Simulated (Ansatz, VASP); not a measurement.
# MgO: VASP beside Ansatz

```xyz
2
Lattice="0.0000 2.1000 2.1000 2.1000 0.0000 2.1000 2.1000 2.1000 0.0000" Properties=species:S:1:pos:R:3 pbc="T T T"
Mg    0.0000    0.0000    0.0000
O     2.1000    2.1000    2.1000
```

Alike in both runs: task single point; functional r2SCAN; k mesh 9 × 9 × 9; occupations fermi-dirac, width 0.003 eV; no spin polarisation.

|  | VASP | Ansatz |
| --- | --- | --- |
| version | VASP 6.6.1 | Ansatz 0.2.0 |
| potentials or method | VASP PAW PBE potentials, release 64 (Mg, O), cutoff 660 eV | PAW, plane waves, scalar-relativistic |
| valence electrons in the cell | 8 | 16 |

Ansatz gave:

* pressure (GPa): 0.5

Which values does VASP return?

Pressure (GPa): -0.9.

VASP's potentials were made for PBE, not for r2SCAN. With one functional, cell and mesh, what is left measures potentials, basis and numerics. VASP's potentials hold 8 valence electrons a cell and Ansatz's 16, so a difference there can come from the potentials and not from the codes.
